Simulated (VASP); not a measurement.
Input of a VASP 6.6.1 run:

The input INCAR:

```
PREC     = Accurate       # precision mode
ENCUT    = 520            # plane-wave cutoff, eV
EDIFF    = 1E-6           # SCF threshold, eV
ISMEAR   = -1             # smearing method
SIGMA    = 0.05           # smearing width, eV
LREAL    = False          # projectors in reciprocal space
LASPH    = True           # aspherical terms in the spheres
NELM     = 80             # most SCF steps
ALGO     = Normal         # electronic algorithm
ISIF     = 2              # what is computed and relaxed
LWAVE    = False          # write WAVECAR
LCHARG   = False          # write CHGCAR
NBANDS   = 64             # bands
```

The input KPOINTS:

```
regular mesh
0
Gamma
  4 4 4
```

POSCAR

```
SnO2
1.0
    5.0534093806      0.0000000000      0.0000000000
    0.0000000000      5.0534093806      0.0000000000
    0.0000000000      0.0000000000      5.0534093806
Sn O
4 8
Direct
    0.0000000000      0.0000000000      0.0000000000
    0.5000000000      0.0000000000      0.5000000000
    0.5000000000      0.5000000000      0.0000000000
    0.0000000000      0.5000000000      0.5000000000
    0.6600010326      0.8399989674      0.1600010326
    0.8399989674      0.1600010326      0.6600010326
    0.1600010326      0.6600010326      0.8399989674
    0.3399989674      0.3399989674      0.3399989674
    0.6600010326      0.6600010326      0.6600010326
    0.8399989674      0.3399989674      0.1600010326
    0.1600010326      0.8399989674      0.3399989674
    0.3399989674      0.1600010326      0.8399989674
```

Potentials or basis: VASP PAW LDA potentials, release 64 (Sn_d, O).

Launch:

```sh
$ cat potpaw_LDA.64/Sn_d/POTCAR potpaw_LDA.64/O/POTCAR > POTCAR
$ mpirun -np 1 vasp_std > vasp.out
```

(1) What does it give for the pressure?

(2) Estimate the band gap on the k mesh.

## Answers

(1) 3.1 GPa.

(2) 1.24 eV (least direct gap 1.31 eV).

Caveat: the cell stands under pressure; spin-orbit coupling is left out, which moves the levels of the heavy elements.
